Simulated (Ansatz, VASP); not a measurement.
AlN in VASP and in Ansatz

```
CELL_PARAMETERS angstrom
5.22539 0.07545 -0.01468
0.07545 5.60768 0.18864
-0.01468 0.18864 5.50192
ATOMIC_POSITIONS crystal
Al 0.53614 0.03568 0.37509
Al 0.00711 0.63136 0.62024
Al 0.89879 0.02762 0.78025
Al 0.06166 0.21796 0.24057
Al 0.13735 0.76567 0.10769
Al 0.40268 0.21700 0.78573
Al 0.53030 0.50537 0.19815
N 0.26597 0.83556 0.84565
N 0.41782 0.46281 0.49942
N 0.73208 0.77942 0.18951
N 0.46926 0.89933 0.66157
N 0.66124 0.22787 0.06402
N 0.22622 0.46302 0.07251
N 0.92890 0.27932 0.53249
```

Alike in both runs: task single point; functional PBE; k mesh 4 × 4 × 4; occupations fermi-dirac, width 0.3275 eV; no spin polarisation.

|  | VASP | Ansatz |
| --- | --- | --- |
| version | VASP 6.6.1 | Ansatz 0.2.0 |
| potentials or method | VASP PAW PBE potentials, release 64 (Al, N), cutoff 520 eV | scalar-relativistic, plane waves, PAW |
| valence electrons in the cell | 56 | 56 |

Ansatz gave:

* gap on the k mesh at the Fermi level (eV): none
* rms of the force components (eV/Å): 2.721

Question: Estimate VASP's values.

Answer: gap on the k mesh at the Fermi level (eV): none; rms of the force components (eV/Å): 2.724.

Atom by atom the forces differ by 0.011 eV/Å (rms over components). A gap of «none» marks a metal or a gap that the smearing closes.
